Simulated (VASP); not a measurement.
Wanted: the native input for a VASP 6.6.1 run.

```
Task                   : single point
Functional             : PBE
Dispersion             : D3(BJ)
Potentials or basis    : VASP PAW PBE potentials, release 64 (O, H, S)
Cutoff                 : 520 eV
k mesh                 : 1 × 1 × 1
Occupations            : fermi-dirac, width 0.02 eV
Spin                   : no spin polarisation
Dipole correction      : no
Further INCAR settings : ALGO = Normal; EDIFF = 1e-06; NBANDS = 49
```

The structure of H12SO8 lies in POSCAR:

```
H12SO8
1.0
    5.8790600000      0.0000000000      0.0000000000
    0.0000000000      5.8790600000      0.0000000000
    0.0000000000      0.0000000000      5.8790600000
O H S
8 12 1
Direct
    0.8150452623      0.6667052216      0.7720622004
    0.0408738812      0.1633084201      0.1397502322
    0.2107649862      0.6288420258      0.2873078349
    0.5394910071      0.3770500726      0.0485111565
    0.3674567023     -0.1129602351      0.6932060568
    0.2046755774      0.3854697860      0.6792412392
    0.7384003565      0.8396580406      0.2974285005
    0.7433501274      1.1756811463      0.5431650638
    0.9682840454      0.7047895412      0.7732188479
    0.7939534551      0.5473494062      0.6545604229
   -0.1092181403      0.1767459424      0.0700962399
    0.1224345389      0.2972073767      0.1315006140
    0.3472663997      0.5774732695      0.1908128170
    0.1743986284      0.7755321429      0.2259204703
    0.6503930901      0.4904355458      0.0118046082
    0.4711637575      0.3375709722     -0.0975496083
    0.4078032883     -0.1732419809      0.5368035026
    0.4442717033      0.0282698254      0.7157436733
    0.2071419581      0.4645130344      0.5337417887
    0.2102547006      0.2099825482      0.6606838508
    0.8420563832      0.9625688460      0.4807571278
```

One way to write it, as run:

INCAR

```
SYSTEM = H12SO8
PREC     = Accurate       ! precision mode
ENCUT    = 520            ! plane-wave cutoff, eV
EDIFF    = 1E-6           ! SCF threshold, eV
ISMEAR   = -1             ! smearing method
SIGMA    = 0.02           ! smearing width, eV
LREAL    = .FALSE.        ! projectors in reciprocal space
LASPH    = .TRUE.         ! aspherical terms in the spheres
NELM     = 120            ! most SCF steps
ALGO     = Normal         ! electronic algorithm
ISIF     = 2              ! what is computed and relaxed
LWAVE    = .FALSE.        ! write WAVECAR
LCHARG   = .FALSE.        ! write CHGCAR
GGA      = PE             ! functional
IVDW     = 12             ! dispersion correction
NBANDS   = 49             ! bands
GGA_COMPAT= .FALSE.
```

KPOINTS

```
Automatic mesh
0
G
  1 1 1
  0 0 0
```

Potentials or basis: VASP PAW PBE potentials, release 64 (O, H, S).

The run is started by

```sh
$ cat potpaw_PBE.64/O/POTCAR potpaw_PBE.64/H/POTCAR potpaw_PBE.64/S/POTCAR > POTCAR
$ mpirun -np 1 vasp_gam > vasp.out
```

It gave:

```yaml
Pressure: 2.4 GPa
Largest_force: 3.592 eV/Å
Band_gap_on_the_k_mesh: 3.56 eV
Dispersion_energy_per_atom: -0.050 eV
```

Caveat: the k points lie up to 1.07 Å⁻¹ apart.

It took 18 s on 1 thread of Intel(R) Xeon(R) 6975P-C (Granite Rapids) (shared host), peak memory 0.3 GiB.
